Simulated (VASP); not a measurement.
# MnCuAs (P4/nmm) in VASP: notebook

Runs on MnCuAs. Level: PBE. Tasks: single point.

Program: VASP 6.6.1. These are calculated values, not measurements. Logs are shortened: lines on timing, memory, paths and dates and some standing lists are left out, and cuts for length are marked.

### Step 1. The cell of the first run

The structure is tetragonal, space group P4/nmm (No. 129). The conventional cell has a = 3.481 Å, b = 3.481 Å, c = 6.447 Å, α = 90.00°, β = 90.00°, γ = 90.00°. Mn (site symmetry 4mm) has 5 As at 2.31 to 2.50 Å and 4 Cu at 2.88 Å and 4 Mn at 3.09 Å within 3.1 Å. Cu (site symmetry -4m2) has 4 Cu at 2.46 Å and 4 As at 2.54 Å and 4 Mn at 2.88 Å within 3.2 Å. As (site symmetry 4mm) has 5 Mn at 2.31 to 2.50 Å and 4 Cu at 2.54 Å within 3.1 Å.

### Step 2. Single point, PBE

The input, INCAR:

```
PREC     = Accurate       # precision mode
ENCUT    = 520            # plane-wave cutoff, eV
EDIFF    = 1E-6           # SCF threshold, eV
ISMEAR   = 0              # smearing method
SIGMA    = 0.1            # smearing width, eV
LREAL    = False          # projectors in reciprocal space
LASPH    = True           # aspherical terms in the spheres
NELM     = 60             # most SCF steps
ALGO     = Fast           # electronic algorithm
ISIF     = 2              # what is computed and relaxed
LWAVE    = False          # write WAVECAR
LCHARG   = False          # write CHGCAR
GGA      = PE             # functional
NBANDS   = 38             # bands
```

The input, KPOINTS:

```
Automatic mesh
0
Gamma
  10 10 6
```

The input, POSCAR:

```
MnCuAs
1.0
    3.4805741501      0.0000000000      0.0000000000
    0.0000000000      3.4805741501      0.0000000000
    0.0000000000      0.0000000000      6.4470152215
Mn Cu As
2 2 2
Direct
    0.0000000000      0.5000000000      0.1448515713
    0.5000000000      0.0000000000      0.8551484287
    0.0000000000      0.0000000000      0.5000000000
    0.5000000000      0.5000000000      0.5000000000
    0.0000000000      0.5000000000      0.7861916412
    0.5000000000      0.0000000000      0.2138083588
```

Potentials or basis: VASP PAW PBE potentials, release 64 (Mn_pv, Cu, As).

The run is started by

```bash
> cat potpaw_PBE.64/Mn_pv/POTCAR potpaw_PBE.64/Cu/POTCAR potpaw_PBE.64/As/POTCAR > POTCAR
> mpirun -np 1 vasp_std > vasp.out
```

OUTCAR:

```text
PREC = Accurate
   ENCUT = 520
   EDIFF = 1E-6
   ISMEAR = 0
   LREAL = False
   LASPH = True
   NELM = 60
   ISIF = 2
   GGA = PE

 ion  position               nearest neighbor table
   1  0.000  0.500  0.145-   5 2.31   6 2.50   6 2.50   6 2.50   6 2.50   3 2.88   4 2.88   4 2.88
                             3 2.88   2 3.09   2 3.09   2 3.09   2 3.09
   2  0.500  0.000  0.855-   6 2.31   5 2.50   5 2.50   5 2.50   5 2.50   3 2.88   3 2.88   4 2.88
                             4 2.88   1 3.09   1 3.09   1 3.09   1 3.09
   3  0.000  0.000  0.500-   4 2.46   4 2.46   4 2.46   4 2.46   5 2.54   6 2.54   6 2.54   5 2.54
                             2 2.88   1 2.88   2 2.88   1 2.88
   4  0.500  0.500  0.500-   3 2.46   3 2.46   3 2.46   3 2.46   6 2.54   6 2.54   5 2.54   5 2.54
                             1 2.88   2 2.88   2 2.88   1 2.88
   5  0.000  0.500  0.786-   1 2.31   2 2.50   2 2.50   2 2.50   2 2.50   3 2.54   4 2.54   4 2.54
                             3 2.54
   6  0.500  0.000  0.214-   2 2.31   1 2.50   1 2.50   1 2.50   1 2.50   4 2.54   4 2.54   3 2.54
                             3 2.54

  LATTYP: Found a simple tetragonal cell.
 ALAT       =     3.4805741501
 C/A-ratio  =     1.8522849804

  Lattice vectors:

 A1 = (   3.4805741501,   0.0000000000,   0.0000000000)
 A2 = (   0.0000000000,   3.4805741501,   0.0000000000)
 A3 = (   0.0000000000,   0.0000000000,   6.4470152215)

Analysis of symmetry for initial positions (statically):
=====================================================================
 Subroutine PRICEL returns:
 Original cell was already a primitive cell.

 Routine SETGRP: Setting up the symmetry group for a
 simple tetragonal supercell.

 Subroutine GETGRP returns: Found 16 space group operations
 (whereof  8 operations were pure point group operations)
 out of a pool of 16 trial point group operations.

The static configuration has the point symmetry D_2d.
 The point group associated with its full space group is D_4h.

Analysis of symmetry for dynamics (positions and initial velocities):
=====================================================================
 Subroutine PRICEL returns:
 Original cell was already a primitive cell.

 Routine SETGRP: Setting up the symmetry group for a
 simple tetragonal supercell.

 Subroutine GETGRP returns: Found 16 space group operations
 (whereof  8 operations were pure point group operations)
 out of a pool of 16 trial point group operations.

The dynamic configuration has the point symmetry D_2d.
 The point group associated with its full space group is D_4h.

 Subroutine INISYM returns: Found 16 space group operations
 (whereof  8 operations are pure point group operations),
 and found     1 'primitive' translations

----------------------------------------------------------------------------------------

                                     Primitive cell

  volume of cell :      78.1017

  direct lattice vectors                    reciprocal lattice vectors
     3.480574150  0.000000000  0.000000000     0.287308920  0.000000000  0.000000000
     0.000000000  3.480574150  0.000000000     0.000000000  0.287308920  0.000000000
     0.000000000  0.000000000  6.447015222     0.000000000  0.000000000  0.155110538

  length of vectors
     3.480574150  3.480574150  6.447015222     0.287308920  0.287308920  0.155110538

  position of ions in fractional coordinates (direct lattice)
     0.000000000  0.500000000  0.144851571
     0.500000000  0.000000000  0.855148429
     0.000000000  0.000000000  0.500000000
     0.500000000  0.500000000  0.500000000
     0.000000000  0.500000000  0.786191641
     0.500000000  0.000000000  0.213808359

  ion indices of the primitive-cell ions
   primitive index   ion index
                 1           1
                 2           2
                 3           3
                 4           4
                 5           5
                 6           6

----------------------------------------------------------------------------------------

 KPOINTS: Automatic mesh

Automatic generation of k-mesh.
 Grid dimensions read from file:
 generate k-points for:   10   10    6

 Generating k-lattice:

  Cartesian coordinates                     Fractional coordinates (reciprocal lattice)
     0.028730892  0.000000000  0.000000000     0.100000000  0.000000000  0.000000000
     0.000000000  0.028730892  0.000000000     0.000000000  0.100000000  0.000000000
     0.000000000  0.000000000  0.025851756     0.000000000  0.000000000  0.166666667

  Length of vectors
     0.028730892  0.028730892  0.025851756

  Shift w.r.t. Gamma in fractional coordinates (k-lattice)
     0.000000000  0.000000000  0.000000000

 Subroutine IBZKPT returns following result:
 ===========================================

 Found     84 irreducible k-points:

 Following reciprocal coordinates:
            Coordinates               Weight
  0.000000  0.000000  0.000000      1.000000
  0.100000  0.000000  0.000000      4.000000
  0.200000  0.000000  0.000000      4.000000
  0.300000  0.000000  0.000000      4.000000
  0.400000  0.000000  0.000000      4.000000
  0.500000  0.000000  0.000000      2.000000
[... 16 lines left out ...]
  0.100000  0.000000  0.166667      8.000000
  0.200000  0.000000  0.166667      8.000000
 [... further k-points ...]
   k-points           NKPTS =     84   k-points in BZ     NKDIM =     84   number of bands    NBANDS=     38
   number of dos      NEDOS =    301   number of ions     NIONS =      6
   total plane-waves  NPLWV =  37632
   dimension x,y,z NGX =    28 NGY =   28 NGZ =   48
   dimension x,y,z NGXF=    56 NGYF=   56 NGZF=   96
   ions per type =               2   2   2
   NGX,Y,Z   is equivalent  to a cutoff of  13.37, 13.37, 12.38 a.u.
   NGXF,Y,Z  is equivalent  to a cutoff of  26.75, 26.75, 24.76 a.u.
 SYSTEM =  unknown system
   PREC   = accura    normal or accurate (medium, high low for compatibility)
   ISTART =      0    job   : 0-new  1-cont  2-samecut
   ICHARG =      2    charge: 1-file 2-atom 10-const
   ISPIN  =      1    spin polarized calculation?
   LNONCOLLINEAR =      F non collinear calculations
   LSORBIT =      F    spin-orbit coupling
   LASPH  =      T    aspherical Exc in radial PAW
   ENCUT  =  520.0 eV  38.22 Ry    6.18 a.u.   6.47  6.47 11.99*2*pi/ulx,y,z
   NELM   =     60;   NELMIN=  2; NELMDL= -5     # of ELM steps
   EDIFF  = 0.1E-05   stopping-criterion for ELM
   LREAL  =      F    real-space projection
[... 7 lines left out ...]
   TEBEG  =    0.0;   TEEND  =   0.0 temperature during run
   PSTRESS=    0.0 pullay stress
   NELECT =      58.0000    total number of electrons
   NUPDOWN=      -1.0000    fix difference up-down
   EMIN   =  10.00;   EMAX   =-10.00  energy-range for DOS
   EFERMI =   0.00;   METHOD = LEGACY
   ISMEAR =     0;   SIGMA  =   0.10  broadening in eV -4-tet -1-fermi 0-gaus
   EFERMI_NEDOS =   21; number of points for ismear=-14 and -15
   IALGO  =     68    algorithm
   IMIX   =      4    mixing-type and parameters
     AMIX     =   0.40;   BMIX     =  1.00
     AMIX_MAG =   1.60;   BMIX_MAG =  1.00
  volume/ion in A,a.u.               =      13.02        87.84
  Fermi-wavevector in a.u.,A,eV,Ry     =   1.482509  2.801536 29.903332  2.197833
  Thomas-Fermi vector in A             =   2.596286
   LORBIT       =      0    0 simple, 1 ext, 2 COOP (PROOUT), +10 PAW based schemes
   GGA     = PE    functional components
   LHFCALC =     F    Hartree Fock is set to
   AEXX    =    0.0000 exact exchange contribution
   IVDW    =     0    specifies the selected vdW correction
   LEPSILON=     F    determine dielectric tensor
   LRPA    =     F    only Hartree local field effects (RPA)
 non-spin polarized calculation
 RMM-DIIS sequential band-by-band and
 Gauss-broadening in eV      SIGMA  =   0.10
  energy-cutoff  :      520.00
  volume of cell :       78.10
 maximum number of plane-waves:      2128
 NGX is ok and might be reduce to    28
   NGX = 13   NGY = 13   NGZ = 23

 number of electron      58.0000049 magnetization

 Free energy of the ion-electron system (eV)
  ---------------------------------------------------
  ext. energy  EPLUGINS =         0.00000000
  ---------------------------------------------------
  free energy    TOTEN  =       -33.64650775 eV

  energy without entropy =      -33.56857622  energy(sigma->0) =      -33.60754198

 E-fermi :   8.8419     XC(G=0): -12.4829

 val. band max:        8.8418493423   @ k =   0.4000   0.2000   0.3333
 cond. band min:       8.8421737117   @ k =   0.3000   0.1000   0.3333
 fundamental gap:      0.0003243694
 Fermi energy:         8.8419386609

 k-point     1 :       0.0000    0.0000    0.0000
  band No.  band energies     occupation
      1     -38.8755      2.00000
      2     -38.8755      2.00000
      3     -38.8527      2.00000
      4     -38.8527      2.00000
      5     -38.7168      2.00000
      6     -38.6906      2.00000
[... 30 lines left out ...]
     37      14.7324      0.00000
     38      14.7515      0.00000

 k-point     2 :       0.1000    0.0000    0.0000
  band No.  band energies     occupation
      1     -38.8762      2.00000
      2     -38.8747      2.00000
      3     -38.8546      2.00000
      4     -38.8530      2.00000
      5     -38.7159      2.00000
      6     -38.6910      2.00000
[... 30 lines left out ...]
     37      14.2748      0.00000
     38      14.9588      0.00000

 k-point     3 :       0.2000    0.0000    0.0000
  band No.  band energies     occupation
      1     -38.8780      2.00000
      2     -38.8726      2.00000
      3     -38.8597      2.00000
      4     -38.8542      2.00000
      5     -38.7132      2.00000
      6     -38.6922      2.00000
[... 30 lines left out ...]
     37      14.0694      0.00000
     38      15.7539      0.00000

 k-point     4 :       0.3000    0.0000    0.0000
  band No.  band energies     occupation
      1     -38.8798      2.00000
      2     -38.8695      2.00000
      3     -38.8665      2.00000
      4     -38.8561      2.00000
      5     -38.7094      2.00000
      6     -38.6942      2.00000
[... 30 lines left out ...]
     37      14.2144      0.00000
     38      15.7020      0.00000
[... 703 lines left out ...]
      4     -38.8527      2.00000
      5     -38.7168      2.00000
      6     -38.6907      2.00000
[... 30 lines left out ...]
     37      14.8425      0.00000
     38      15.0469      0.00000

 k-point    23 :       0.1000    0.0000    0.1667
  band No.  band energies     occupation
      1     -38.8762      2.00000
      2     -38.8747      2.00000
      3     -38.8546      2.00000
      4     -38.8530      2.00000
      5     -38.7159      2.00000
      6     -38.6910      2.00000
[... 30 lines left out ...]
     37      14.3086      0.00000
     38      15.0615      0.00000

 k-point    24 :       0.2000    0.0000    0.1667
  band No.  band energies     occupation
      1     -38.8780      2.00000
      2     -38.8726      2.00000
      3     -38.8597      2.00000
      4     -38.8542      2.00000
      5     -38.7132      2.00000
      6     -38.6922      2.00000
[... 30 lines left out ...]
     37      14.2881      0.00000
     38      15.4836      0.00000

 [... further k-points ...]
[... 5 lines left out ...]
  --------------------------------------------------------------------------------------
  -------------------------------------------------------------------------------------
  Total        0.1994829      0.1994829      0.2611342      0.0000000      0.0000000      0.0000000
  in kB        4.0921905      4.0921905      5.3569046      0.0000000      0.0000000      0.0000000
  external PRESSURE =       4.5137618 kB  Pullay stress =       0.0000000 kB

 VOLUME and BASIS-vectors are now :
 -----------------------------------------------------------------------------
  energy-cutoff  :      520.00
  volume of cell :       78.10
      direct lattice vectors                 reciprocal lattice vectors
     3.480574150  0.000000000  0.000000000     0.287308920  0.000000000  0.000000000
     0.000000000  3.480574150  0.000000000     0.000000000  0.287308920  0.000000000
     0.000000000  0.000000000  6.447015222     0.000000000  0.000000000  0.155110538

 POSITION                                       TOTAL-FORCE (eV/Angst)
 -----------------------------------------------------------------------------------
      0.00000      1.74029      0.93386        -0.000000      0.000000      0.004894
      1.74029      0.00000      5.51315        -0.000000      0.000000     -0.004894
      0.00000      0.00000      3.22351        -0.000000      0.000000      0.000000
      1.74029      1.74029      3.22351         0.000000      0.000000      0.000000
      0.00000      1.74029      5.06859        -0.000000      0.000000      0.017303
      1.74029      0.00000      1.37843        -0.000000     -0.000000     -0.017303
 -----------------------------------------------------------------------------------
    total drift:                                0.000000      0.000000      0.000000

  FREE ENERGIE OF THE ION-ELECTRON SYSTEM (eV)
  ---------------------------------------------------
  free  energy   TOTEN  =       -33.6465077498 eV

  energy  without entropy=      -33.5685762180  energy(sigma->0) =      -33.60754198
```

It took 4.4 min on 1 thread of Intel Xeon Platinum 8375C at 2.90GHz (Ice Lake), shared host; peak memory 0.35 GiB.

What came out:

| Item | Value |
| --- | --- |
| Free energy | -33.6465 eV |
| Pressure | 0.5 GPa |
| Largest force | 0.017 eV/Å |
| Band gap on the k mesh | zero (band 29 reaches 8.99 eV, above the bottom of band 30 at 8.13 eV) |

Forces in eV/Å, atoms in the order of the input:
```
Mn   0.000  0.000  0.005
Mn   0.000  0.000 -0.005
Cu   0.000  0.000  0.000
Cu   0.000  0.000  0.000
As   0.000  0.000  0.017
As   0.000  0.000 -0.017
```

Stress tensor (GPa, compression positive):
```
0.41 0.00 0.00
0.00 0.41 0.00
0.00 0.00 0.54
```

### Step 3. Single point, PBE

This run uses another cell than the first one, of 14.62 Å³/atom, 1.123 times its volume.

The input, INCAR:

```
ALGO     = Fast           # electronic algorithm
EDIFF    = 1E-7           # SCF threshold, eV
ENCUT    = 520            # plane-wave cutoff, eV
GGA      = PE             # functional
ISIF     = 2              # what is computed and relaxed
ISMEAR   = 0              # smearing method
LASPH    = True           # aspherical terms in the spheres
LCHARG   = False          # write CHGCAR
LREAL    = False          # projectors in reciprocal space
LWAVE    = False          # write WAVECAR
NBANDS   = 38             # bands
NELM     = 80             # most SCF steps
PREC     = Accurate       # precision mode
SIGMA    = 0.1            # smearing width, eV
```

The input, KPOINTS:

```
k-points
0
Gamma
  10 10 6
```

The input, POSCAR:

```
MnCuAs
1.0
    3.6994910000      0.0000000000      0.0000000000
    0.0000000000      3.6994910000      0.0000000000
    0.0000000000      0.0000000000      6.4084220000
Mn Cu As
2 2 2
Direct
    0.0000000000      0.5000000000      0.1640200000
    0.5000000000      0.0000000000      0.8359800000
    0.0000000000      0.0000000000      0.5000000000
    0.5000000000      0.5000000000      0.5000000000
    0.0000000000      0.5000000000      0.7762460000
    0.5000000000      0.0000000000      0.2237540000
```

Potentials or basis: VASP PAW PBE potentials, release 64 (Mn_pv, Cu, As).

The run is started by

```bash
> cat potpaw_PBE.64/Mn_pv/POTCAR potpaw_PBE.64/Cu/POTCAR potpaw_PBE.64/As/POTCAR > POTCAR
> mpirun -np 1 vasp_std > vasp.out
```

Run time: 5 min. Hardware: 1 thread of Intel Xeon Platinum 8375C at 2.90GHz (Ice Lake), shared host; peak memory 0.37 GiB.

The run converged. Its results:

```yaml
Free_energy: -32.9725 eV
Pressure: -13.3 GPa
Largest_force: 0.954 eV/Å
Band_gap_on_the_k_mesh: zero (band 29 reaches 7.56 eV, above the bottom of band 30 at 7.11 eV)
```

Forces in eV/Å, atoms in the order of the input:
```
Mn   0.000  0.000 -0.954
Mn   0.000  0.000  0.954
Cu   0.000  0.000  0.000
Cu   0.000  0.000  0.000
As   0.000  0.000  0.872
As   0.000  0.000 -0.872
```

Stress tensor (GPa, compression positive):
```
-13.83   0.00   0.00
  0.00 -13.83   0.00
  0.00   0.00 -12.14
```

Levels at points of the mesh, in eV from the Fermi level:
```csv
k point,band 25,band 26,band 27,band 28,band 29,band 30,band 31,band 32,band 33,band 34
"(0.00, 0.00, 0.00)",-0.79,-0.79,-0.72,-0.68,-0.36,-0.35,-0.35,1.44,1.44,1.56
"(0.50, 0.00, 0.00)",-0.59,-0.59,-0.19,-0.19,-0.05,-0.05,0.58,0.58,2.82,2.82
"(0.50, 0.50, 0.00)",-1.28,-1.28,-0.35,-0.35,0.05,0.05,0.77,0.77,0.81,0.81
"(0.00, 0.00, 0.50)",-1.00,-0.75,-0.74,-0.33,-0.32,0.20,0.20,1.18,1.18,1.53
"(0.50, 0.00, 0.50)",-0.69,-0.69,-0.04,-0.04,-0.03,-0.03,1.39,1.39,2.16,2.16
"(0.50, 0.50, 0.50)",-1.47,-1.47,-0.09,-0.09,0.05,0.05,0.76,0.76,0.77,0.77
```

Spin polarisation is off, so any magnetic state and its effect on volume and gap are missing.
